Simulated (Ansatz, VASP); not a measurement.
## One calculation of C, two programs

File INCAR:

```
PREC = Accurate
ENCUT = 520
EDIFF = 1E-6
ISMEAR = 0
SIGMA = 0.1
LREAL = False
LASPH = True
NELM = 150
ALGO = Normal
ISIF = 2
LWAVE = False
LCHARG = True
ISPIN = 2
MAGMOM = 1 1 1 1
LORBIT = 11
GGA = PE
IVDW = 12
LELF = True
LVHAR = True
NBANDS = 20
```

KPOINTS

```
Automatic mesh
0
Gamma
  12 12 4
```

Contents of POSCAR:

```
C
1.0
    1.2280479700     -2.1270618200      0.0000000000
    1.2280479700      2.1270618200      0.0000000000
    0.0000000000      0.0000000000      7.1732677600
C
4
Direct
    0.0833794600      0.9166205400      0.7531376000
    0.5833794600      0.4166205400      0.2468624000
    0.9166205400      0.0833794600      0.2468624000
    0.4166205400      0.5833794600      0.7531376000
```

Input for Ansatz:

```yaml
crystal:
  lattice:
    - [1.22804797, -2.12706182, 0.0]
    - [1.22804797, 2.12706182, 0.0]
    - [0.0, 0.0, 7.17326776]
  atoms:
    - { symbol: C, position: [0.08337946, 0.91662054, 0.7531376], spin: 1.0 }
    - { symbol: C, position: [0.58337946, 0.41662054, 0.2468624], spin: 1.0 }
    - { symbol: C, position: [0.91662054, 0.08337946, 0.2468624], spin: 1.0 }
    - { symbol: C, position: [0.41662054, 0.58337946, 0.7531376], spin: 1.0 }
basis:
  ecutwfc: 420
kpoints:
  mp_grid: { grid: [12, 12, 4] }
hamiltonian:
  xc: pbe
  dispersion: d3bj
scf:
  occupations: { method: gaussian, width: 0.1 }
  lower_state_search: "off"
output:
  forces: true
  stress: true
  eigenvalues: true
  populations: true
magnetization:
  spin_polarized: true
```

Alike in both runs: task single point; functional PBE; dispersion D3(BJ); k mesh 12 × 12 × 4; occupations gaussian, width 0.1 eV; collinear spin.

|  | VASP | Ansatz |
| --- | --- | --- |
| version | VASP 6.6.1 | Ansatz 0.2.0 |
| potentials or method | VASP PAW PBE potentials, release 64 (C), cutoff 520 eV | scalar-relativistic, plane waves, PAW |
| valence electrons in the cell | 16 | 16 |

|  | VASP | Ansatz | Ansatz less VASP |
| --- | --- | --- | --- |
| gap on the k mesh at the Fermi level (eV) | 0.02 | 0.02 | 0.000 |
| least direct gap on the mesh (eV) | 0.02 | 0.02 | 0.000 |
| pressure (GPa) | 3.1 | 2.7 | -0.43 |
| traceless stress, the component that is largest in VASP (GPa) | -4.53 | -4.03 | +0.498 |
| rms of the force components (eV/Å) | 0.014 | 0.014 | 0.0000 |
| net moment per atom (μB) | 0.00 | 0.00 | 0.000 |

Atom by atom the forces differ by 0.000 eV/Å (rms over components). Ansatz's warnings: seeded moment not kept.
